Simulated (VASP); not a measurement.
Crystal: SbS5.

```
Sb S
1.0
     5.83941    0.00000    0.00000
    -2.91971    5.05708    0.00000
     0.00000    0.00000    3.86406
Sb S
1 5
Direct
  0.00000 0.00000 0.00000
  0.33333 0.66667 0.00000
  0.66667 0.33333 0.00000
  0.50000 0.00000 0.50000
  0.50000 0.50000 0.50000
  0.00000 0.50000 0.50000
```

The cell was built from a structure type or drawn by symmetry, and may not be a known phase.

| Quantity | Value |
| --- | --- |
| Program | VASP 6.6.1 |
| Task | relaxation of cell and atoms |
| Functional | PBE |
| Potentials or basis | VASP PAW PBE potentials, release 64 (Sb, S) |
| Cutoff | 600 eV |
| k mesh | 6 × 6 × 10 |
| Occupations | gaussian, width 0.1 eV |
| Spin | no spin polarisation |

At the start: pressure -0.2 GPa; volume 19.02 Å³/atom.

**Question.** Where does the relaxation end?

**Answer.** Over 10 steps the energy falls by 203.1 meV/atom and the volume is 19.96 Å³/atom (+4.9 %); space group P6/mmm (No. 191, to 0.1 Å) before and after.

The path:
| step | energy change (eV) | largest force (eV/Å) | pressure (GPa) | volume (Å³) |
| --- | --- | --- | --- | --- |
| 1 | 0.0000 | 0.0000 | -0.24 | 114.11 |
| 2 | -0.3021 | 0.0000 | 0.76 | 113.49 |
| 3 | -1.0390 | 0.0000 | 5.63 | 109.84 |
| 4 | -1.1867 | 0.0000 | 2.45 | 115.85 |
| 5 | -1.1951 | 0.0000 | 1.37 | 118.22 |
| 6 | -1.1956 | 0.0000 | 1.53 | 117.85 |
| 7 | -1.2168 | 0.0000 | 0.46 | 119.16 |
| 8 | -1.2184 | 0.0000 | 0.09 | 119.64 |
| 9 | -1.2184 | 0.0000 | 0.12 | 119.61 |
| 10 | -1.2185 | 0.0000 | 0.06 | 119.74 |

Final structure:
```cif
data_structure
_symmetry_space_group_name_H-M 'P 1'
_symmetry_Int_Tables_number 1
_cell_length_a 6.5503
_cell_length_b 6.5503
_cell_length_c 3.2225
_cell_angle_alpha 90.000
_cell_angle_beta 90.000
_cell_angle_gamma 120.000
_cell_volume 119.74
loop_
_atom_site_label
_atom_site_type_symbol
_atom_site_fract_x
_atom_site_fract_y
_atom_site_fract_z
_atom_site_occupancy
Sb1 Sb 0.00000 0.00000 0.00000 1
S1 S 0.33333 0.66667 0.00000 1
S2 S 0.66667 0.33333 0.00000 1
S3 S 0.50000 0.00000 0.50000 1
S4 S 0.50000 0.50000 0.50000 1
S5 S 0.00000 0.50000 0.50000 1
```

Caveat: a cell axis changed by over 15 % at a fixed basis, so the end point is rough.
